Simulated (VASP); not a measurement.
# Cs2HgPdBr6 (I4/mmm) in VASP: single point with PBE

Aim: the single point of Cs2HgPdBr6 with PBE.

All numbers are computed with VASP 6.6.1; they aren't measurements. Logs are shortened: lines on timing, memory, paths and dates and some standing lists are left out, and cuts for length are marked.

### 1 The cell of the first run

Symmetry: I4/mmm, No. 139, tetragonal system. Conventional cell: a = 7.699 Å, b = 7.699 Å, c = 11.264 Å, α = 90.00°, β = 90.00°, γ = 90.00°. Within 3.1 Å of Pd (site symmetry 4/mmm) lie 4 Br at 2.37 Å. Hg (site symmetry 4/mmm) has 6 Br at 2.39 to 3.07 Å within 3.2 Å. Br (site symmetry 4mm) has 1 Hg at 2.39 Å within 3.2 Å. Within 3.1 Å of Br (site symmetry m2m) lie 1 Pd at 2.37 Å and 1 Hg at 3.07 Å. Within 5.1 Å of Cs (site symmetry -4m2) lie 12 Br at 3.87 to 3.93 Å and 4 Pd at 4.77 Å and 4 Hg at 4.77 Å.

### 2 Single point, PBE

Contents of INCAR:

```
PREC = Accurate
ENCUT = 520
EDIFF = 1E-6
ISMEAR = -1
SIGMA = 0.1
LREAL = False
LASPH = True
NELM = 100
ALGO = Normal
ISIF = 2
LWAVE = False
LCHARG = False
GGA = PE
NBANDS = 52
```

Contents of KPOINTS:

```
Automatic mesh
0
Gamma
  5 5 5
```

Contents of POSCAR:

```
Cs2HgPdBr6
1.0
    0.0000000000      7.6987900000      0.0000000000
    7.6987900000      0.0000000000      0.0000000000
    3.8493950000      3.8493950000     -5.6321750000
Pd Hg Br Cs
1 1 6 2
Direct
    0.0000000000      0.0000000000      0.0000000000
    0.5000000000      0.5000000000      0.0000000000
    0.2880000000      0.2880000000      0.4240000000
    0.7120000000      0.7120000000      0.5760000000
    0.2180000000      0.2180000000      0.0000000000
    0.2180000000      0.7820000000      0.0000000000
    0.7820000000      0.7820000000      0.0000000000
    0.7820000000      0.2180000000      0.0000000000
    0.7500000000      0.2500000000      0.5000000000
    0.2500000000      0.7500000000      0.5000000000
```

Potentials or basis: VASP PAW PBE potentials, release 64 (Pd, Hg, Br, Cs_sv).

Launch:

```
$ cat potpaw_PBE.64/Pd/POTCAR potpaw_PBE.64/Hg/POTCAR potpaw_PBE.64/Br/POTCAR potpaw_PBE.64/Cs_sv/POTCAR > POTCAR
$ mpirun -np 1 vasp_std > vasp.out
```

OUTCAR:

```text
PREC = Accurate
   ENCUT = 520
   EDIFF = 1E-6
   ISMEAR = -1
   LREAL = False
   LASPH = True
   NELM = 100
   ISIF = 2
   GGA = PE

 ion  position               nearest neighbor table
   1  0.000  0.000  0.000-   5 2.37   6 2.37   7 2.37   8 2.37
   2  0.500  0.500  0.000-   3 2.39   4 2.39   5 3.07   6 3.07   7 3.07   8 3.07
   3  0.288  0.288  0.424-   2 2.39
   4  0.712  0.712  0.576-   2 2.39
   5  0.218  0.218  0.000-   1 2.37   2 3.07
   6  0.218  0.782  0.000-   1 2.37   2 3.07
   7  0.782  0.782  0.000-   1 2.37   2 3.07
   8  0.782  0.218  0.000-   1 2.37   2 3.07
   9  0.750  0.250  0.500-
  10  0.250  0.750  0.500-

  LATTYP: Found a body centered tetragonal cell.
 ALAT       =     7.6987900000
 C/A-ratio  =     1.4631325182

  Lattice vectors:

 A1 = (  -3.8493950000,   3.8493950000,   5.6321750000)
 A2 = (   3.8493950000,  -3.8493950000,   5.6321750000)
 A3 = (   3.8493950000,   3.8493950000,  -5.6321750000)

Analysis of symmetry for initial positions (statically):
=====================================================================
 Subroutine PRICEL returns:
 Original cell was already a primitive cell.

 Routine SETGRP: Setting up the symmetry group for a
 body centered tetragonal supercell.

 Subroutine GETGRP returns: Found 16 space group operations
 (whereof 16 operations were pure point group operations)
 out of a pool of 16 trial point group operations.

The static configuration has the point symmetry D_4h.

Analysis of symmetry for dynamics (positions and initial velocities):
=====================================================================
 Subroutine PRICEL returns:
 Original cell was already a primitive cell.

 Routine SETGRP: Setting up the symmetry group for a
 body centered tetragonal supercell.

 Subroutine GETGRP returns: Found 16 space group operations
 (whereof 16 operations were pure point group operations)
 out of a pool of 16 trial point group operations.

The dynamic configuration has the point symmetry D_4h.

 Subroutine INISYM returns: Found 16 space group operations
 (whereof 16 operations are pure point group operations),
 and found     1 'primitive' translations

----------------------------------------------------------------------------------------

                                     Primitive cell

  volume of cell :     333.8267

  direct lattice vectors                    reciprocal lattice vectors
     0.000000000  7.698790000  0.000000000     0.000000000  0.129890541  0.088775651
     7.698790000  0.000000000  0.000000000     0.129890541  0.000000000  0.088775651
     3.849395000  3.849395000 -5.632175000     0.000000000  0.000000000 -0.177551301

  length of vectors
     7.698790000  7.698790000  7.833075958     0.157329809  0.157329809  0.177551301

  position of ions in fractional coordinates (direct lattice)
     0.000000000  0.000000000  0.000000000
     0.500000000  0.500000000  0.000000000
     0.288000000  0.288000000  0.424000000
     0.712000000  0.712000000  0.576000000
     0.218000000  0.218000000  0.000000000
     0.218000000  0.782000000  0.000000000
     0.782000000  0.782000000  0.000000000
     0.782000000  0.218000000  0.000000000
     0.750000000  0.250000000  0.500000000
     0.250000000  0.750000000  0.500000000

  ion indices of the primitive-cell ions
   primitive index   ion index
                 1           1
                 2           2
                 3           3
                 4           4
                 5           5
                 6           6
                 7           7
                 8           8
                 9           9
                10          10

----------------------------------------------------------------------------------------

 KPOINTS: Automatic mesh

Automatic generation of k-mesh.
 Grid dimensions read from file:
 generate k-points for:    5    5    5

 Generating k-lattice:

  Cartesian coordinates                     Fractional coordinates (reciprocal lattice)
     0.000000000  0.025978108  0.017755130     0.200000000  0.000000000  0.000000000
     0.025978108  0.000000000  0.017755130     0.000000000  0.200000000  0.000000000
     0.000000000  0.000000000 -0.035510260     0.000000000  0.000000000  0.200000000

  Length of vectors
     0.031465962  0.031465962  0.035510260

  Shift w.r.t. Gamma in fractional coordinates (k-lattice)
     0.000000000  0.000000000  0.000000000

 Subroutine IBZKPT returns following result:
 ===========================================

 Found     18 irreducible k-points:

 Following reciprocal coordinates:
            Coordinates               Weight
  0.000000  0.000000  0.000000      1.000000
  0.200000  0.000000 -0.000000      8.000000
  0.400000  0.000000  0.000000      8.000000
  0.200000  0.200000 -0.000000      8.000000
  0.400000  0.200000  0.000000     16.000000
 -0.400000  0.200000  0.000000     16.000000
[... 10 lines left out ...]
  0.000000  0.000000  0.400000      2.000000
 -0.200000  0.000000  0.400000      4.000000
   k-points           NKPTS =     18   k-points in BZ     NKDIM =     18   number of bands    NBANDS=     52
   number of dos      NEDOS =    301   number of ions     NIONS =     10
   total plane-waves  NPLWV = 216000
   dimension x,y,z NGX =    60 NGY =   60 NGZ =   60
   dimension x,y,z NGXF=   120 NGYF=  120 NGZF=  120
   ions per type =               1   1   6   2
   NGX,Y,Z   is equivalent  to a cutoff of  12.96, 12.96, 12.73 a.u.
   NGXF,Y,Z  is equivalent  to a cutoff of  25.91, 25.91, 25.47 a.u.
 SYSTEM =  unknown system
   PREC   = accura    normal or accurate (medium, high low for compatibility)
   ISTART =      0    job   : 0-new  1-cont  2-samecut
   ICHARG =      2    charge: 1-file 2-atom 10-const
   ISPIN  =      1    spin polarized calculation?
   LNONCOLLINEAR =      F non collinear calculations
   LSORBIT =      F    spin-orbit coupling
   LASPH  =      T    aspherical Exc in radial PAW
   ENCUT  =  520.0 eV  38.22 Ry    6.18 a.u.  14.31 14.31 14.56*2*pi/ulx,y,z
   NELM   =    100;   NELMIN=  2; NELMDL= -5     # of ELM steps
   EDIFF  = 0.1E-05   stopping-criterion for ELM
   LREAL  =      F    real-space projection
   EDIFFG = 0.1E-04   stopping-criterion for IOM
   NSW    =      0    number of steps for IOM
   IBRION =     -1    ionic relax: 0-MD 1-quasi-New 2-CG
   NFREE  =      0    steps in history (QN), initial steepest desc. (CG)
   ISIF   =      2    stress and relaxation
   ISYM   =      2    0-nonsym 1-usesym 2-fastsym
   POTIM  = 0.5000    time-step for ionic-motion
   TEBEG  =    0.0;   TEEND  =   0.0 temperature during run
   PSTRESS=    0.0 pullay stress
   NELECT =      82.0000    total number of electrons
   NUPDOWN=      -1.0000    fix difference up-down
   EMIN   =  10.00;   EMAX   =-10.00  energy-range for DOS
   EFERMI =   0.00;   METHOD = LEGACY
   ISMEAR =    -1;   SIGMA  =   0.10  broadening in eV -4-tet -1-fermi 0-gaus
   EFERMI_NEDOS =   21; number of points for ismear=-14 and -15
   IALGO  =     38    algorithm
   IMIX   =      4    mixing-type and parameters
     AMIX     =   0.40;   BMIX     =  1.00
     AMIX_MAG =   1.60;   BMIX_MAG =  1.00
  volume/ion in A,a.u.               =      33.38       225.28
  Fermi-wavevector in a.u.,A,eV,Ry     =   1.025272  1.937483 14.302208  1.051183
  Thomas-Fermi vector in A             =   2.159103
   LORBIT       =      0    0 simple, 1 ext, 2 COOP (PROOUT), +10 PAW based schemes
   GGA     = PE    functional components
   LHFCALC =     F    Hartree Fock is set to
   AEXX    =    0.0000 exact exchange contribution
   IVDW    =     0    specifies the selected vdW correction
   LEPSILON=     F    determine dielectric tensor
   LRPA    =     F    only Hartree local field effects (RPA)
 non-spin polarized calculation
  energy-cutoff  :      520.00
  volume of cell :      333.83
 maximum number of plane-waves:      9038
 NGX is ok and might be reduce to    60
   NGX = 29   NGY = 29   NGZ = 29

 number of electron      81.9999999 magnetization

 Free energy of the ion-electron system (eV)
  ---------------------------------------------------
  ext. energy  EPLUGINS =         0.00000000
  ---------------------------------------------------
  free energy    TOTEN  =       -26.46211724 eV

  energy without entropy =      -26.46149864  energy(sigma->0) =      -26.46180794

 E-fermi :   1.5502     XC(G=0):  -8.3256

 val. band max:        0.6528030186   @ k =   0.0000   0.0000   0.0000
 cond. band min:       2.3136963857   @ k =   0.4000   0.4000   0.2000
 fundamental gap:      1.6608933671
 Fermi energy:         1.5502274146

 k-point     1 :       0.0000    0.0000    0.0000
  band No.  band energies     occupation
      1     -19.5046      2.00000
      2     -19.4955      2.00000
      3     -14.0402      2.00000
      4     -13.6115      2.00000
      5     -13.4001      2.00000
      6     -12.9841      2.00000
[... 44 lines left out ...]
     51       6.9696      0.00000
     52       7.0803      0.00000

 k-point     2 :       0.2000    0.0000   -0.0000
  band No.  band energies     occupation
      1     -19.5036      2.00000
      2     -19.4962      2.00000
      3     -14.0288      2.00000
      4     -13.6220      2.00000
      5     -13.4003      2.00000
      6     -12.9964      2.00000
[... 44 lines left out ...]
     51       7.0937      0.00000
     52       7.2449      0.00000
[... 823 lines left out ...]
     51       7.6208      0.00000
     52       7.7535      0.00000

 k-point    18 :      -0.2000    0.0000    0.4000
  band No.  band energies     occupation
      1     -19.5010      2.00000
      2     -19.4978      2.00000
      3     -13.9961      2.00000
      4     -13.6151      2.00000
      5     -13.4615      2.00000
      6     -13.0006      2.00000
[... 44 lines left out ...]
     51       7.5640      0.00000
     52       7.7066      0.00000

------------------------ aborting loop because EDIFF is reached ----------------------------------------

  FORCE on cell =-STRESS in cart. coord.  units (eV):
  Direction    XX          YY          ZZ          XY          YZ          ZX
  --------------------------------------------------------------------------------------
  -------------------------------------------------------------------------------------
  Total        8.5719386      8.5719386      8.0176868      0.0000000      0.0000000      0.0000000
  in kB       41.1404035     41.1404035     38.4803117      0.0000000      0.0000000      0.0000000
  external PRESSURE =      40.2537063 kB  Pullay stress =       0.0000000 kB

 VOLUME and BASIS-vectors are now :
 -----------------------------------------------------------------------------
  energy-cutoff  :      520.00
  volume of cell :      333.83
      direct lattice vectors                 reciprocal lattice vectors
     0.000000000  7.698790000  0.000000000     0.000000000  0.129890541  0.088775651
     7.698790000  0.000000000  0.000000000     0.129890541  0.000000000  0.088775651
     3.849395000  3.849395000 -5.632175000     0.000000000  0.000000000 -0.177551301

 POSITION                                       TOTAL-FORCE (eV/Angst)
 -----------------------------------------------------------------------------------
      0.00000      0.00000      0.00000         0.000000     -0.000000      0.000000
      3.84939      3.84939      0.00000         0.000000     -0.000000      0.000000
      3.84939      3.84939     -2.38804         0.000000     -0.000000     -1.385552
      7.69879      7.69879     -3.24413         0.000000     -0.000000      1.385552
      1.67834      1.67834      0.00000         0.642721      0.642721      0.000000
      6.02045      1.67834      0.00000        -0.642721      0.642721     -0.000000
      6.02045      6.02045      0.00000        -0.642721     -0.642721      0.000000
      1.67834      6.02045      0.00000         0.642721     -0.642721      0.000000
      3.84939      7.69879     -2.81609         0.000000      0.000000      0.000000
      7.69879      3.84939     -2.81609         0.000000     -0.000000      0.000000
 -----------------------------------------------------------------------------------
    total drift:                               -0.000000     -0.000000     -0.000000

  FREE ENERGIE OF THE ION-ELECTRON SYSTEM (eV)
  ---------------------------------------------------
  free  energy   TOTEN  =       -26.4621172370 eV

  energy  without entropy=      -26.4614986353  energy(sigma->0) =      -26.46180794
```

It took 4.6 min on 1 thread of Intel Xeon Platinum 8488C (Sapphire Rapids), shared host; peak memory 0.7 GiB.

Results:

- Free energy: -26.4621 eV
- Pressure: 4.0 GPa
- Largest force: 1.386 eV/Å
- Band gap on the k mesh: 1.66 eV, indirect (least direct gap 1.70 eV)

Forces on the atoms (eV/Å):
```
Pd   0.000  0.000  0.000
Hg   0.000  0.000  0.000
Br   0.000  0.000 -1.386
Br   0.000  0.000  1.386
Br   0.643  0.643  0.000
Br  -0.643  0.643  0.000
Br  -0.643 -0.643  0.000
Br   0.643 -0.643  0.000
Cs   0.000  0.000  0.000
Cs   0.000  0.000  0.000
```

Stress tensor (GPa, compression positive):
```
4.11 0.00 0.00
0.00 4.11 0.00
0.00 0.00 3.85
```

Levels at points of the mesh, in eV from the valence-band top:
```csv
k point,band 37,band 38,band 39,band 40,band 41,band 42,band 43,band 44,band 45,band 46
"(0.00, 0.00, 0.00)",-0.46,-0.18,-0.18,0.00,0.00,2.43,2.48,4.58,4.99,4.99
```

Caveat: spin-orbit coupling is left out, which moves the levels of the heavy elements; forces of over 1 eV/Å act on the atoms, so gaps and moduli don't describe the material at rest. A k mesh can miss the band edges.
